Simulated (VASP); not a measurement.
# Ag: single point with r2SCAN

Ag:

```
Ag
1.0
     0.00000    3.04733    3.04733
     3.04733    0.00000    3.04733
     3.04733    3.04733    0.00000
Ag
2
Direct
  0.12500 0.12500 0.12500
  0.87500 0.87500 0.87500
```

This isn't the form of Ag at room conditions, which is fcc.

- Program: VASP 6.6.1
- Task: single point
- Functional: r2SCAN
- Potentials or basis: VASP PAW PBE potentials, release 64 (Ag)
- Cutoff: 520 eV
- k mesh: 15 × 15 × 15
- Occupations: fermi-dirac, width 0.1 eV
- Spin: no spin polarisation

```
Pressure               : 0.1 GPa
Band gap on the k mesh : zero (bands 11 and 12 overlap by 0.86 eV)
```

Levels at points of the mesh, in eV from the Fermi level:
| k point | band 8 | band 9 | band 10 | band 11 | band 12 | band 13 | band 14 | band 15 |
| --- | --- | --- | --- | --- | --- | --- | --- | --- |
| (0.00, 0.00, 0.00) | -3.54 | -3.54 | -2.93 | -2.93 | 9.19 | 9.19 | 9.19 | 9.79 |

It took 3.6 min on 1 thread of Intel(R) Xeon(R) 6975P-C (Granite Rapids), with other jobs on the host, peak memory 0.25 GiB.

Caveat: the PAW data sets were made with another functional, which shifts forces and pressure a little.
